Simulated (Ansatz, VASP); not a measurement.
**Two plane-wave programs on Pd**

The input INCAR:

```
SYSTEM = Pd
PREC = Accurate ; ENCUT = 520
EDIFF = 1E-6 ; ISMEAR = -1
SIGMA = 0.05 ; LREAL = .FALSE.
LASPH = .TRUE. ; NELM = 150
ALGO = Normal ; ISIF = 2
LWAVE = .FALSE. ; LCHARG = .FALSE.
ISPIN = 2 ; MAGMOM = 0.5
LORBIT = 11 ; LMAXMIX = 4
GGA = PS ; NBANDS = 15
```

KPOINTS

```
Automatic mesh
0
G
  14 14 14
  0 0 0
```

The input POSCAR:

```
Pd
1.0
    2.6650065610      0.0000000000      0.0000000000
    0.0000000000      2.6650065610      0.0000000000
    0.0000000000      0.0000000000      2.6650065610
Pd
1
Direct
    0.0000000000      0.0000000000      0.0000000000
```

Input for Ansatz:

```yaml
crystal:
  lattice:
    - [2.665006561, 0.0, 0.0]
    - [0.0, 2.665006561, 0.0]
    - [0.0, 0.0, 2.665006561]
  atoms:
    - { symbol: Pd, position: [0.0, 0.0, 0.0], spin: 0.5 }
hamiltonian:
  xc: pbesol
  pseudopotentials:
    kind: paw
    azcp:
      Pd: "pseudopotentials/Pd.paw.azcp"
basis:
  ecutwfc: 420
  fft_grid_basis: typed
kpoints:
  mp_grid: { grid: [14, 14, 14], shift: [0, 0, 0] }
magnetization:
  spin_polarized: true
scf:
  occupations: { method: fermi_dirac, width: 0.05 }
  lower_state_search: "off"
output:
  stress: true
```

Alike in both runs: task single point; functional PBEsol; k mesh 14 × 14 × 14; occupations fermi-dirac, width 0.05 eV; collinear spin.

|  | VASP | Ansatz |
| --- | --- | --- |
| version | VASP 6.6.1 | Ansatz 0.2.0 |
| potentials or method | VASP PAW PBE potentials, release 64 (Pd), cutoff 520 eV | plane waves (420 eV) with PAW, scalar-relativistic |
| valence electrons in the cell | 10 | 18 |

|  | VASP | Ansatz | Ansatz less VASP |
| --- | --- | --- | --- |
| pressure (GPa) | -12.6 | -12.4 | +0.20 |
| net moment per atom (μB) | 0.00 | 0.00 | 0.000 |

VASP's potentials were made for PBE, not for PBEsol, and Ansatz warns of the same on its side. VASP's potentials hold 10 valence electrons a cell and Ansatz's 18, so a difference there can come from the potentials and not from the codes. Ansatz's warnings: seeded moment not kept.
